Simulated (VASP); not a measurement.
Input of a VASP 6.6.1 run:

INCAR

```
PREC = Accurate
ENCUT = 520
EDIFF = 1E-6
ISMEAR = 0
SIGMA = 0.1
LREAL = F
LASPH = T
NELM = 80
ALGO = Normal
ISIF = 2
LWAVE = F
LCHARG = T
GGA = PE
LELF = T
LVHAR = T
NBANDS = 24
```

Contents of KPOINTS:

```
Automatic mesh
0
Gamma
  6 6 6
```

File POSCAR:

```
CdF3
1.0
   -2.5264718100      2.5264718100      2.5264718100
    2.5264718100     -2.5264718100      2.5264718100
    2.5264718100      2.5264718100     -2.5264718100
Cd F
1 3
Direct
    0.0000000000      0.0000000000      0.0000000000
    0.0000000000      0.5000000000      0.5000000000
    0.5000000000      0.0000000000      0.5000000000
    0.5000000000      0.5000000000      0.0000000000
```

Potentials or basis: VASP PAW PBE potentials, release 64 (Cd, F).

Command:

```console
$ cat potpaw_PBE.64/Cd/POTCAR potpaw_PBE.64/F/POTCAR > POTCAR
$ mpirun -np 1 vasp_std > vasp.out
```

Q: Estimate the pressure.

A: -10.4 GPa.

Caveat: an odd number of electrons without spin polarisation forces a metal; a magnetic or distorted state may lie lower.
